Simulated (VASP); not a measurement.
Runs of VASP 6.6.1 on Ca. The structure is that of space group P6_3/mmc (No. 194), or close to it. The cells are those of the table. This isn't the form of Ca at room conditions, which is fcc.

```csv
cell,k mesh,gap on the mesh (eV),pressure (GPa)
"a = 3.922, b = 3.922, c = 6.439 Å, angles 90.0, 90.0, 120.0°, 2 atoms",10 × 10 × 6,none,(b)
"a = 3.976, b = 3.976, c = 6.527 Å, angles 90.0, 90.0, 120.0°, 2 atoms",15 × 15 × 8,none,0.0
"a = 3.976, b = 3.976, c = 6.527 Å, angles 90.0, 90.0, 120.0°, 2 atoms",10 × 10 × 6,none,0.0
"a = 3.810, b = 3.810, c = 6.255 Å, angles 90.0, 90.0, 120.0°, 2 atoms",10 × 10 × 6,none,2.6
"a = 4.080, b = 4.080, c = 6.697 Å, angles 90.0, 90.0, 120.0°, 2 atoms",10 × 10 × 6,none,(a)
"a = 4.129, b = 4.129, c = 6.779 Å, angles 90.0, 90.0, 120.0°, 2 atoms",10 × 10 × 6,none,-1.5
"a = 4.029, b = 4.029, c = 6.613 Å, angles 90.0, 90.0, 120.0°, 2 atoms",10 × 10 × 6,none,-0.6
"a = 3.867, b = 3.867, c = 6.348 Å, angles 90.0, 90.0, 120.0°, 2 atoms",10 × 10 × 6,none,1.6
```

Alike in all rows: task single point; level RPBE; potentials or basis VASP PAW PBE potentials, release 64 (Ca_sv); no spin polarisation; cutoff (eV) 520; smearing fermi-dirac 0.1 eV.

**Question.** Estimate the missing entries.

**Answer.** (a) -1.1; (b) 0.7.

Caveats: the PAW data sets were made with another functional, which shifts forces and pressure a little.

A gap of «none» marks levels without a gap at the run's occupations.
